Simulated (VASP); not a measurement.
Set up this calculation in VASP 6.6.1, as the native input.

| Item | Value |
| --- | --- |
| Task | single point |
| Functional | PBE |
| Potentials or basis | VASP PAW PBE potentials, release 64 (C) |
| Cutoff | 600 eV |
| k mesh | 6 × 6 × 2 |
| Occupations | gaussian, width 0.1 eV |
| Spin | no spin polarisation |
| Dipole correction | no |
| Further INCAR settings | ALGO = Normal; EDIFF = 1e-06; NBANDS = 11 |

The structure of C lies in POSCAR:

```
C
1.0
    2.4561701622      0.0000000000      0.0000000000
   -1.2280850811      2.1271057565      0.0000000000
    0.0000000000      0.0000000000      8.5238033600
C
2
Direct
    0.3333333333      0.6666666667      0.0000000000
    0.6666666667      0.3333333333      0.0000000000
```

These files were run (other wordings do the same):

INCAR

```
SYSTEM = C
  PREC = Accurate
  ENCUT = 600
  EDIFF = 1E-6
  ISMEAR = 0
  SIGMA = 0.1
  LREAL = .FALSE.
  LASPH = .TRUE.
  NELM = 120
  ALGO = Normal
  ISIF = 2
  LWAVE = .FALSE.
  LCHARG = .FALSE.
  GGA = PE
  NBANDS = 11
  GGA_COMPAT = .FALSE.
```

KPOINTS

```
regular mesh
0
G
  6 6 2
  0 0 0
```

Potentials or basis: VASP PAW PBE potentials, release 64 (C).

Command:

```console
$ cat potpaw_PBE.64/C/POTCAR > POTCAR
$ mpirun -np 1 vasp_std > vasp.out
```

Results of the run:

- Band gap on the k mesh: zero (filled and empty bands touch)

Caveat: the k points lie up to 0.49 Å⁻¹ apart.

Run time: 17 s on 1 thread of Intel Xeon 8259CL, on a shared host, peak memory 0.16 GiB.
